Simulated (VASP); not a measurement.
# VO2 in VASP: notebook

Aim: see how the results for VO2 move with the level of theory and the settings. Levels: PBE, r2SCAN. Tasks: single point.

Program: VASP 6.6.1. These are calculated values, not measurements. Logs are shortened: lines on timing, memory, paths and dates and some standing lists are left out, and cuts for length are marked.

## Step 1: The cell of the first run

The typed cell holds 6 atoms: a = 2.838 Å, b = 4.582 Å, c = 4.585 Å, α = 89.99°, β = 90.00°, γ = 90.00°.

## Step 2: Single point, PBE, collinear spin, ferromagnetic start

INCAR

```
PREC = Accurate
ENCUT = 600
EDIFF = 1E-6
ISMEAR = 0
SIGMA = 0.1
LREAL = F
LASPH = T
NELM = 200
ALGO = Normal
ISIF = 2
LWAVE = F
LCHARG = F
ISPIN = 2
MAGMOM = 0.92 0.92 0 0 0 0
LORBIT = 11
LMAXMIX = 4
GGA = PE
NBANDS = 38
GGA_COMPAT = F
KPAR = 4
```

KPOINTS

```
Automatic mesh
0
Gamma
  12 8 8
```

POSCAR

```
VO2
1.0
    2.8383342703      0.0000000000      0.0000000000
    0.0000000000      4.5823831958      0.0000000000
    0.0000000000      0.0004510786      4.5848837596
V O
2 4
Direct
    0.0000000000      0.0000000000      0.0000000000
    0.5000000000      0.5000000000      0.5000000000
    0.5000000000      0.7998225383      0.1998138084
    0.5000000000      0.2001774617      0.8001861916
    0.0000000000      0.7001915252      0.6998120006
    0.0000000000      0.2998084748      0.3001879994
```

Potentials or basis: VASP PAW PBE potentials, release 64 (V_sv, O).

On the command line:

```sh
$ cat potpaw_PBE.64/V_sv/POTCAR potpaw_PBE.64/O/POTCAR > POTCAR
$ mpirun -np 4 vasp_std > vasp.out
```

OUTCAR:

```text
PREC = Accurate
   ENCUT = 600
   EDIFF = 1E-6
   ISMEAR = 0
   LREAL = F
   LASPH = T
   NELM = 200
   ISIF = 2
   ISPIN = 2
   LORBIT = 11
   GGA = PE

 ion  position               nearest neighbor table
   1  0.000  0.000  0.000-   3 1.92   4 1.92   3 1.92   4 1.92   5 1.94   6 1.94
   2  0.500  0.500  0.500-   5 1.92   6 1.92   5 1.92   6 1.92   3 1.94   4 1.94
   3  0.500  0.800  0.200-   1 1.92   1 1.92   2 1.94
   4  0.500  0.200  0.800-   1 1.92   1 1.92   2 1.94
   5  0.000  0.700  0.700-   2 1.92   2 1.92   1 1.94
   6  0.000  0.300  0.300-   2 1.92   2 1.92   1 1.94

  LATTYP: Found a simple monoclinic cell.
 ALAT       =     4.5823831958
 B/A-ratio  =     0.6194013353
 C/A-ratio  =     1.0005456955
 COS(beta)  =    -0.0000983839

  Lattice vectors:

 A1 = (   0.0000000000,   4.5823831958,   0.0000000000)
 A2 = (   2.8383342703,   0.0000000000,   0.0000000000)
 A3 = (   0.0000000000,  -0.0004510786,  -4.5848837596)

Analysis of symmetry for initial positions (statically):
=====================================================================
 Subroutine PRICEL returns:
 Original cell was already a primitive cell.

 Routine SETGRP: Setting up the symmetry group for a
 simple monoclinic supercell.

 Subroutine GETGRP returns: Found  4 space group operations
 (whereof  4 operations were pure point group operations)
 out of a pool of  4 trial point group operations.

The static configuration has the point symmetry C_2h.

Analysis of symmetry for dynamics (positions and initial velocities):
=====================================================================
 Subroutine PRICEL returns:
 Original cell was already a primitive cell.

 Routine SETGRP: Setting up the symmetry group for a
 simple monoclinic supercell.

 Subroutine GETGRP returns: Found  4 space group operations
 (whereof  4 operations were pure point group operations)
 out of a pool of  4 trial point group operations.

The dynamic configuration has the point symmetry C_2h.

Analysis of structural, dynamic, and magnetic symmetry:
=====================================================================
 Subroutine PRICEL returns:
 Original cell was already a primitive cell.

 Routine SETGRP: Setting up the symmetry group for a
 simple monoclinic supercell.

 Subroutine GETGRP returns: Found  4 space group operations
 (whereof  4 operations were pure point group operations)
 out of a pool of  4 trial point group operations.

The overall configuration has the point symmetry C_2h.

 Subroutine INISYM returns: Found  4 space group operations
 (whereof  4 operations are pure point group operations),
 and found     1 'primitive' translations

----------------------------------------------------------------------------------------

                                     Primitive cell

  volume of cell :      59.6325

  direct lattice vectors                    reciprocal lattice vectors
     2.838334270  0.000000000  0.000000000     0.352319320  0.000000000  0.000000000
     0.000000000  4.582383196  0.000000000     0.000000000  0.218227057 -0.000021470
     0.000000000  0.000451079  4.584883760     0.000000000  0.000000000  0.218108038

  length of vectors
     2.838334270  4.582383196  4.584883782     0.352319320  0.218227058  0.218108038

  position of ions in fractional coordinates (direct lattice)
     0.000000000  0.000000000  0.000000000
     0.500000000  0.500000000  0.500000000
     0.500000000  0.799822538  0.199813808
     0.500000000  0.200177462  0.800186192
     0.000000000  0.700191525  0.699812001
     0.000000000  0.299808475  0.300187999

  ion indices of the primitive-cell ions
   primitive index   ion index
                 1           1
                 2           2
                 3           3
                 4           4
                 5           5
                 6           6

----------------------------------------------------------------------------------------
[... 30 lines left out ...]
  0.250000  0.000000  0.000000      2.000000
  0.333333  0.000000  0.000000      2.000000
  0.416667  0.000000  0.000000      2.000000
[... 16 lines left out ...]
  0.083333  0.375000  0.000000      4.000000
  0.166667  0.375000  0.000000      4.000000
 [... further k-points ...]
   k-points           NKPTS =    238   k-points in BZ     NKDIM =    238   number of bands    NBANDS=     38
   number of dos      NEDOS =    301   number of ions     NIONS =      6
   total plane-waves  NPLWV =  38400
   dimension x,y,z NGX =    24 NGY =   40 NGZ =   40
   dimension x,y,z NGXF=    48 NGYF=   80 NGZF=   80
   ions per type =               2   4
   NGX,Y,Z   is equivalent  to a cutoff of  14.06, 14.51, 14.50 a.u.
   NGXF,Y,Z  is equivalent  to a cutoff of  28.11, 29.02, 29.01 a.u.
 SYSTEM =  unknown system
   PREC   = accura    normal or accurate (medium, high low for compatibility)
   ISTART =      0    job   : 0-new  1-cont  2-samecut
   ICHARG =      2    charge: 1-file 2-atom 10-const
   ISPIN  =      2    spin polarized calculation?
   LNONCOLLINEAR =      F non collinear calculations
   LSORBIT =      F    spin-orbit coupling
   LASPH  =      T    aspherical Exc in radial PAW
   ENCUT  =  600.0 eV  44.10 Ry    6.64 a.u.   5.67  9.15  9.16*2*pi/ulx,y,z
   NELM   =    200;   NELMIN=  2; NELMDL= -5     # of ELM steps
   EDIFF  = 0.1E-05   stopping-criterion for ELM
   LREAL  =      F    real-space projection
   EDIFFG = 0.1E-04   stopping-criterion for IOM
   NSW    =      0    number of steps for IOM
   IBRION =     -1    ionic relax: 0-MD 1-quasi-New 2-CG
   NFREE  =      0    steps in history (QN), initial steepest desc. (CG)
   ISIF   =      2    stress and relaxation
   ISYM   =      2    0-nonsym 1-usesym 2-fastsym
   POTIM  = 0.5000    time-step for ionic-motion
   TEBEG  =    0.0;   TEEND  =   0.0 temperature during run
   PSTRESS=    0.0 pullay stress
   NELECT =      50.0000    total number of electrons
   NUPDOWN=      -1.0000    fix difference up-down
   EMIN   =  10.00;   EMAX   =-10.00  energy-range for DOS
   EFERMI =   0.00;   METHOD = LEGACY
   ISMEAR =     0;   SIGMA  =   0.10  broadening in eV -4-tet -1-fermi 0-gaus
   EFERMI_NEDOS =   21; number of points for ismear=-14 and -15
   IALGO  =     38    algorithm
   IMIX   =      4    mixing-type and parameters
     AMIX     =   0.40;   BMIX     =  1.00
     AMIX_MAG =   1.60;   BMIX_MAG =  1.00
  volume/ion in A,a.u.               =       9.94        67.07
  Fermi-wavevector in a.u.,A,eV,Ry     =   1.543727  2.917220 32.423936  2.383092
  Thomas-Fermi vector in A             =   2.649349
   LORBIT       =     11    0 simple, 1 ext, 2 COOP (PROOUT), +10 PAW based schemes
   GGA     = PE    functional components
   LHFCALC =     F    Hartree Fock is set to
   AEXX    =    0.0000 exact exchange contribution
   IVDW    =     0    specifies the selected vdW correction
   LEPSILON=     F    determine dielectric tensor
   LRPA    =     F    only Hartree local field effects (RPA)
 spin polarized calculation
 Gauss-broadening in eV      SIGMA  =   0.10
  energy-cutoff  :      600.00
  volume of cell :       59.63
 maximum number of plane-waves:      2010
 NGX is ok and might be reduce to    24
   NGX = 11   NGY = 19   NGZ = 19

 number of electron      50.0000000 magnetization       1.9989475

 Free energy of the ion-electron system (eV)
  ---------------------------------------------------
  ext. energy  EPLUGINS =         0.00000000
  ---------------------------------------------------
  free energy    TOTEN  =       -51.97407905 eV

  energy without entropy =      -51.95846007  energy(sigma->0) =      -51.96626956

 E-fermi :   6.1788     XC(G=0): -11.7140

 val. band max:        6.1732568747   @ k =   0.0000  -0.1250   0.1250
 cond. band min:       6.1796260914   @ k =   0.4167   0.0000   0.0000
 fundamental gap:      0.0063692167
 Fermi energy:         6.1788228204

 spin component 1

 k-point     1 :       0.0000    0.0000    0.0000
  band No.  band energies     occupation
      1     -59.9112      1.00000
      2     -59.9026      1.00000
      3     -33.7380      1.00000
      4     -33.7377      1.00000
      5     -33.6609      1.00000
      6     -33.6561      1.00000
[... 949 lines left out ...]
     36      16.6901      0.00000
     37      18.5130      0.00000

 [... further k-points ...]

 spin component 2

 k-point     1 :       0.0000    0.0000    0.0000
  band No.  band energies     occupation
      1     -58.8077      1.00000
      2     -58.7984      1.00000
      3     -32.6464      1.00000
      4     -32.6461      1.00000
      5     -32.5961      1.00000
      6     -32.5768      1.00000
[... 949 lines left out ...]
     36      16.8135      0.00000
     37      18.7927      0.00000

 [... further k-points ...]

 [bands above 37 left out]

------------------------ aborting loop because EDIFF is reached ----------------------------------------

  FORCE on cell =-STRESS in cart. coord.  units (eV):
  Direction    XX          YY          ZZ          XY          YZ          ZX
  --------------------------------------------------------------------------------------
  -------------------------------------------------------------------------------------
  Total        0.3063613      0.1732371      0.1610654      0.0000000     -0.0084147      0.0000000
  in kB        8.2311628      4.6544484      4.3274264      0.0000000     -0.2260828      0.0000000
  external PRESSURE =       5.7376792 kB  Pullay stress =       0.0000000 kB

 VOLUME and BASIS-vectors are now :
 -----------------------------------------------------------------------------
  energy-cutoff  :      600.00
  volume of cell :       59.63
      direct lattice vectors                 reciprocal lattice vectors
     2.838334270  0.000000000  0.000000000     0.352319320  0.000000000  0.000000000
     0.000000000  4.582383196  0.000000000     0.000000000  0.218227057 -0.000021470
     0.000000000  0.000451079  4.584883760     0.000000000  0.000000000  0.218108038

 POSITION                                       TOTAL-FORCE (eV/Angst)
 -----------------------------------------------------------------------------------
      0.00000      0.00000      0.00000         0.000000      0.000000      0.000000
      1.41917      2.29142      2.29244         0.000000      0.000000      0.000000
      1.41917      3.66518      0.91612         0.000000     -0.021919      0.022269
      1.41917      0.91765      3.66876         0.000000      0.021919     -0.022269
      0.00000      3.20886      3.20856         0.000000      0.020624      0.021801
      0.00000      1.37397      1.37633         0.000000     -0.020624     -0.021801
 -----------------------------------------------------------------------------------
    total drift:                                0.000000      0.000000      0.000000

  FREE ENERGIE OF THE ION-ELECTRON SYSTEM (eV)
  ---------------------------------------------------
  free  energy   TOTEN  =       -51.9740790523 eV

  energy  without entropy=      -51.9584600717  energy(sigma->0) =      -51.96626956

 total charge

# of ion       s       p       d       tot
------------------------------------------
    1        2.281   6.333   2.902  11.516
    2        2.281   6.333   2.902  11.516
    3        1.569   3.475   0.000   5.044
    4        1.569   3.475   0.000   5.044
    5        1.569   3.475   0.000   5.044
    6        1.569   3.475   0.000   5.044
--------------------------------------------------
tot         10.837  26.567   5.805  43.209

 magnetization (x)

# of ion       s       p       d       tot
------------------------------------------
    1        0.013   0.012   1.024   1.049
    2        0.013   0.012   1.024   1.049
    3       -0.002  -0.051   0.000  -0.053
    4       -0.002  -0.051   0.000  -0.053
    5       -0.002  -0.051   0.000  -0.053
    6       -0.002  -0.051   0.000  -0.053
--------------------------------------------------
tot          0.018  -0.181   2.048   1.885
```

Wall time 3.5 min (4 MPI ranks of AMD EPYC 9R45 (Zen 5), shared host); peak memory 0.86 GiB.

Results:

```
Free energy                                           : -51.9741 eV
Pressure                                              : 0.6 GPa
Largest force                                         : 0.031 eV/Å
Band gap on the k mesh                                : zero (filled and empty bands overlap)
Net moment                                            : 2.00 μB per cell
Site moments                                          : V +1.05; O -0.05 μB
Valence electrons inside the program's atomic spheres : V 11.52; O 5.04
```

Forces on the atoms (eV/Å):
```
V    0.000  0.000  0.000
V    0.000  0.000  0.000
O    0.000 -0.022  0.022
O    0.000  0.022 -0.022
O    0.000  0.021  0.022
O    0.000 -0.021 -0.022
```

Stress tensor (GPa, compression positive):
```
 0.82  0.00  0.00
 0.00  0.47 -0.02
 0.00 -0.02  0.43
```

Levels at points of the mesh, in eV from the Fermi level:
Spin up:
```tsv
k point	band 22	band 23	band 24	band 25	band 26	band 27	band 28	band 29	band 30	band 31
(0.00, 0.00, 0.00)	-1.91	-1.91	-1.51	-1.02	-0.79	-0.34	-0.34	-0.22	1.77	1.89
(0.50, 0.00, 0.00)	-3.94	-3.11	-3.11	0.39	0.39	0.56	0.56	1.02	1.02	2.93
(0.00, 0.50, 0.00)	-3.15	-2.17	-2.17	-0.33	-0.33	0.28	0.28	0.98	0.98	3.59
(0.50, 0.50, 0.00)	-3.78	-2.47	-2.47	-0.84	-0.84	0.54	0.54	1.28	1.28	2.31
(0.00, 0.00, 0.50)	-3.15	-2.17	-2.17	-0.33	-0.33	0.28	0.28	0.98	0.98	3.59
(0.50, 0.00, 0.50)	-3.78	-2.48	-2.48	-0.84	-0.84	0.54	0.54	1.29	1.29	2.31
(0.00, 0.50, 0.50)	-2.75	-2.68	-2.68	-0.99	-0.99	-0.32	-0.32	1.37	1.37	3.22
(0.50, 0.50, 0.50)	-2.92	-2.23	-2.23	0.07	0.07	0.44	0.44	0.56	0.56	3.47
```
Spin down:
```tsv
k point	band 22	band 23	band 24	band 25	band 26	band 27
(0.00, 0.00, 0.00)	-2.00	-2.00	-1.50	0.19	0.24	0.82
(0.50, 0.00, 0.00)	-3.86	-3.08	-3.07	1.37	1.37	1.75
(0.00, 0.50, 0.00)	-3.05	-2.25	-2.25	0.79	0.79	1.48
(0.50, 0.50, 0.00)	-3.59	-2.58	-2.58	0.33	0.33	1.74
(0.00, 0.00, 0.50)	-3.05	-2.25	-2.25	0.79	0.79	1.48
(0.50, 0.00, 0.50)	-3.59	-2.59	-2.58	0.33	0.33	1.74
(0.00, 0.50, 0.50)	-2.79	-2.74	-2.74	0.14	0.14	0.96
(0.50, 0.50, 0.50)	-2.84	-2.24	-2.24	1.05	1.05	1.47
```

Caveat: semilocal functionals often make such compounds metallic where correlation or magnetic order opens a gap, which also shifts bond lengths.

[end of part 1 of 2]
